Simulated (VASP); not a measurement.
# Na in VASP: notebook, part 2 of 2

VASP 6.6.1.

## Step 3: Single point, PBE

This run uses another cell than the first one: it holds 4 atoms, not 12.

The input, INCAR:

```
SYSTEM = Na
PREC     = Accurate       ! precision mode
ENCUT    = 520            ! plane-wave cutoff, eV
EDIFF    = 1E-6           ! SCF threshold, eV
ISMEAR   = 0              ! smearing method
SIGMA    = 0.1            ! smearing width, eV
LREAL    = .FALSE.        ! projectors in reciprocal space
LASPH    = .TRUE.         ! aspherical terms in the spheres
NELM     = 100            ! most SCF steps
ALGO     = Fast           ! electronic algorithm
ISIF     = 2              ! what is computed and relaxed
LWAVE    = .FALSE.        ! write WAVECAR
LCHARG   = .TRUE.         ! write CHGCAR
GGA      = PE             ! functional
LELF     = .TRUE.         ! ELF
LVHAR    = .TRUE.       
NBANDS   = 22             ! bands
```

The input, KPOINTS:

```
Automatic mesh
0
G
  14 14 4
  0 0 0
```

The input, POSCAR:

```
Na
1.0
    3.2473641496     -1.8606912289     -0.0165278757
    3.2473641496      1.8606912289     -0.0165278757
   -2.3576120421      0.0000000000     12.2570811529
Na
4
Direct
    0.2075417561      0.2075417561      0.1248410657
    0.7924582439      0.7924582439      0.8751589343
    0.3774071407      0.3774071407      0.6251371490
    0.6225928593      0.6225928593      0.3748628510
```

Potentials or basis: VASP PAW PBE potentials, release 64 (Na_pv).

Run with:

```console
cat potpaw_PBE.64/Na_pv/POTCAR > POTCAR
mpirun -np 1 vasp_std > vasp.out
```

OUTCAR:

```text
SYSTEM = Na
   PREC = Accurate
   ENCUT = 520
   EDIFF = 1E-6
   ISMEAR = 0
   LREAL = .FALSE.
   LASPH = .TRUE.
   NELM = 100
   ISIF = 2
   GGA = PE

 ion  position               nearest neighbor table
   1  0.208  0.208  0.125-
   2  0.792  0.792  0.875-
   3  0.377  0.377  0.625-
   4  0.623  0.623  0.375-

  LATTYP: Found a base centered monoclinic cell.
 ALAT       =     6.4948124194
 B/A-ratio  =     0.5729776655
 C/A-ratio  =     1.9218047891
 COS(beta)  =    -0.1938800594

  Lattice vectors:

 A1 = (   3.2473641496,  -1.8606912289,  -0.0165278757)
 A2 = (   3.2473641496,   1.8606912289,  -0.0165278757)
 A3 = (  -2.3576120421,   0.0000000000,  12.2570811529)

Analysis of symmetry for initial positions (statically):
=====================================================================
 Subroutine PRICEL returns:
 Original cell was already a primitive cell.

 Routine SETGRP: Setting up the symmetry group for a
 base centered monoclinic supercell.

 Subroutine GETGRP returns: Found  4 space group operations
 (whereof  4 operations were pure point group operations)
 out of a pool of  4 trial point group operations.

The static configuration has the point symmetry C_2h.

Analysis of symmetry for dynamics (positions and initial velocities):
=====================================================================
 Subroutine PRICEL returns:
 Original cell was already a primitive cell.

 Routine SETGRP: Setting up the symmetry group for a
 base centered monoclinic supercell.

 Subroutine GETGRP returns: Found  4 space group operations
 (whereof  4 operations were pure point group operations)
 out of a pool of  4 trial point group operations.

The dynamic configuration has the point symmetry C_2h.

 Subroutine INISYM returns: Found  4 space group operations
 (whereof  4 operations are pure point group operations),
 and found     1 'primitive' translations

----------------------------------------------------------------------------------------

                                     Primitive cell

  volume of cell :     147.9779

  direct lattice vectors                    reciprocal lattice vectors
     3.247364150 -1.860691229 -0.016527876     0.154121911 -0.268717341  0.029644878
     3.247364150  1.860691229 -0.016527876     0.154121911  0.268717341  0.029644878
    -2.357612042  0.000000000 12.257081153     0.000415647  0.000000000  0.081665441

  length of vectors
     3.742702091  3.742702091 12.481761612     0.311193495  0.311193495  0.081666498

  position of ions in fractional coordinates (direct lattice)
     0.207541756  0.207541756  0.124841066
     0.792458244  0.792458244  0.875158934
     0.377407141  0.377407141  0.625137149
     0.622592859  0.622592859  0.374862851

  ion indices of the primitive-cell ions
   primitive index   ion index
                 1           1
                 2           2
                 3           3
                 4           4

----------------------------------------------------------------------------------------

 KPOINTS: Automatic mesh

Automatic generation of k-mesh.
 Grid dimensions read from file:
 generate k-points for:   14   14    4

 Generating k-lattice:

  Cartesian coordinates                     Fractional coordinates (reciprocal lattice)
     0.011008708 -0.019194096  0.002117491     0.071428571  0.000000000  0.000000000
     0.011008708  0.019194096  0.002117491     0.000000000  0.071428571  0.000000000
     0.000103912  0.000000000  0.020416360     0.000000000  0.000000000  0.250000000

  Length of vectors
     0.022228107  0.022228107  0.020416625

  Shift w.r.t. Gamma in fractional coordinates (k-lattice)
     0.000000000  0.000000000  0.000000000

 Subroutine IBZKPT returns following result:
 ===========================================

 Found    219 irreducible k-points:

 Following reciprocal coordinates:
            Coordinates               Weight
  0.000000  0.000000  0.000000      1.000000
  0.071429  0.000000  0.000000      4.000000
  0.142857 -0.000000  0.000000      4.000000
  0.214286  0.000000  0.000000      4.000000
  0.285714  0.000000  0.000000      4.000000
  0.357143  0.000000  0.000000      4.000000
[... 16 lines left out ...]
  0.214286  0.142857  0.000000      4.000000
  0.285714  0.142857  0.000000      4.000000
 [... further k-points ...]
   k-points           NKPTS =    219   k-points in BZ     NKDIM =    219   number of bands    NBANDS=     22
   number of dos      NEDOS =    301   number of ions     NIONS =      4
   total plane-waves  NPLWV =  75264
   dimension x,y,z NGX =    28 NGY =   28 NGZ =   96
   dimension x,y,z NGXF=    56 NGYF=   56 NGZF=  192
   ions per type =               4
   NGX,Y,Z   is equivalent  to a cutoff of  12.44, 12.44, 12.79 a.u.
   NGXF,Y,Z  is equivalent  to a cutoff of  24.87, 24.87, 25.57 a.u.
 SYSTEM =  Na
   PREC   = accura    normal or accurate (medium, high low for compatibility)
   ISTART =      0    job   : 0-new  1-cont  2-samecut
   ICHARG =      2    charge: 1-file 2-atom 10-const
   ISPIN  =      1    spin polarized calculation?
   LNONCOLLINEAR =      F non collinear calculations
   LSORBIT =      F    spin-orbit coupling
   LASPH  =      T    aspherical Exc in radial PAW
   ENCUT  =  520.0 eV  38.22 Ry    6.18 a.u.   6.96  6.96 23.21*2*pi/ulx,y,z
   NELM   =    100;   NELMIN=  2; NELMDL= -5     # of ELM steps
   EDIFF  = 0.1E-05   stopping-criterion for ELM
   LREAL  =      F    real-space projection
   EDIFFG = 0.1E-04   stopping-criterion for IOM
   NSW    =      0    number of steps for IOM
   IBRION =     -1    ionic relax: 0-MD 1-quasi-New 2-CG
   NFREE  =      0    steps in history (QN), initial steepest desc. (CG)
   ISIF   =      2    stress and relaxation
   ISYM   =      2    0-nonsym 1-usesym 2-fastsym
   POTIM  = 0.5000    time-step for ionic-motion
   TEBEG  =    0.0;   TEEND  =   0.0 temperature during run
   PSTRESS=    0.0 pullay stress
   NELECT =      28.0000    total number of electrons
   NUPDOWN=      -1.0000    fix difference up-down
   EMIN   =  10.00;   EMAX   =-10.00  energy-range for DOS
   EFERMI =   0.00;   METHOD = LEGACY
   ISMEAR =     0;   SIGMA  =   0.10  broadening in eV -4-tet -1-fermi 0-gaus
   EFERMI_NEDOS =   21; number of points for ismear=-14 and -15
   IALGO  =     68    algorithm
   IMIX   =      4    mixing-type and parameters
     AMIX     =   0.40;   BMIX     =  1.00
     AMIX_MAG =   1.60;   BMIX_MAG =  1.00
  volume/ion in A,a.u.               =      36.99       249.65
  Fermi-wavevector in a.u.,A,eV,Ry     =   0.939857  1.776072 12.018454  0.883331
  Thomas-Fermi vector in A             =   2.067211
   LORBIT       =      0    0 simple, 1 ext, 2 COOP (PROOUT), +10 PAW based schemes
   GGA     = PE    functional components
   LHFCALC =     F    Hartree Fock is set to
   AEXX    =    0.0000 exact exchange contribution
   IVDW    =     0    specifies the selected vdW correction
   LEPSILON=     F    determine dielectric tensor
   LRPA    =     F    only Hartree local field effects (RPA)
 non-spin polarized calculation
 RMM-DIIS sequential band-by-band and
 Gauss-broadening in eV      SIGMA  =   0.10
  energy-cutoff  :      520.00
  volume of cell :      147.98
 maximum number of plane-waves:      4013
   NGX = 13   NGY = 13   NGZ = 47

 number of electron      27.9999998 magnetization

 Free energy of the ion-electron system (eV)
  ---------------------------------------------------
  ext. energy  EPLUGINS =         0.00000000
  ---------------------------------------------------
  free energy    TOTEN  =        -5.25546441 eV

  energy without entropy =       -5.24745416  energy(sigma->0) =       -5.25145928

 E-fermi :   0.3237     XC(G=0):  -6.5070

 val. band max:        0.3174258632   @ k =  -0.2143   0.2857   0.2500
 cond. band min:       0.3478690480   @ k =   0.4286   0.4286   0.5000
 fundamental gap:      0.0304431848
 Fermi energy:         0.3237096136

 k-point     1 :       0.0000    0.0000    0.0000
  band No.  band energies     occupation
      1     -24.5955      2.00000
      2     -24.5781      2.00000
      3     -24.5781      2.00000
      4     -24.5660      2.00000
      5     -24.5653      2.00000
      6     -24.5635      2.00000
[... 574 lines left out ...]
      6     -24.5713      2.00000
[... 14 lines left out ...]
     21       6.2897      0.00000
     22       6.5438      0.00000

 [... further k-points ...]

------------------------ aborting loop because EDIFF is reached ----------------------------------------

  FORCE on cell =-STRESS in cart. coord.  units (eV):
  Direction    XX          YY          ZZ          XY          YZ          ZX
  --------------------------------------------------------------------------------------
  -------------------------------------------------------------------------------------
  Total        0.0012289      0.0026580     -0.0014412      0.0000000      0.0000000      0.0124674
  in kB        0.0133055      0.0287784     -0.0156038      0.0000000      0.0000000      0.1349865
  external PRESSURE =       0.0088267 kB  Pullay stress =       0.0000000 kB

 VOLUME and BASIS-vectors are now :
 -----------------------------------------------------------------------------
  energy-cutoff  :      520.00
  volume of cell :      147.98
      direct lattice vectors                 reciprocal lattice vectors
     3.247364150 -1.860691229 -0.016527876     0.154121911 -0.268717341  0.029644878
     3.247364150  1.860691229 -0.016527876     0.154121911  0.268717341  0.029644878
    -2.357612042  0.000000000 12.257081153     0.000415647  0.000000000  0.081665441

 POSITION                                       TOTAL-FORCE (eV/Angst)
 -----------------------------------------------------------------------------------
      1.05360      0.00000      1.52333        -0.000342      0.000000      0.001618
      3.08352      0.00000     10.70070         0.000342      0.000000     -0.001618
      0.97733      0.00000      7.64988        -0.000894      0.000000     -0.001274
      3.15979      0.00000      4.57414         0.000894      0.000000      0.001274
 -----------------------------------------------------------------------------------
    total drift:                                0.000000      0.000000      0.000000

  FREE ENERGIE OF THE ION-ELECTRON SYSTEM (eV)
  ---------------------------------------------------
  free  energy   TOTEN  =        -5.2554644107 eV

  energy  without entropy=       -5.2474541582  energy(sigma->0) =       -5.25145928
```

Run time: 4.8 min. Hardware: 1 thread of Intel Xeon 6975P-C (Granite Rapids), shared host; peak memory 0.6 GiB.

What came out:

```yaml
Free_energy: -5.2555 eV
Pressure: 0.0 GPa
Band_gap_on_the_k_mesh: zero (bands 14 and 15 overlap by 3.64 eV)
```

Levels at points of the mesh, in eV from the Fermi level:
```
           k point  band 11  band 12  band 13  band 14  band 15  band 16  band 17  band 18
(0.00, 0.00, 0.00)   -24.88   -24.88    -3.27    -2.24    -2.24     0.55     0.95     5.50
(0.50, 0.00, 0.00)   -24.89   -24.89     0.33     0.39     0.81     1.20     1.49     1.94
(0.50, 0.50, 0.00)   -24.89   -24.89     0.36     0.48     0.62     0.72     2.10     2.23
(0.00, 0.00, 0.50)   -24.89   -24.89    -3.01    -3.01    -0.99    -0.99     2.93     2.93
(0.50, 0.00, 0.50)   -24.89   -24.89     0.36     0.48     0.73     0.84     1.98     2.12
(0.50, 0.50, 0.50)   -24.89   -24.89     0.28     0.33     0.86     1.25     1.33     1.78
```

The gap in the log of VASP goes by the Fermi energy; the results here count the filled bands.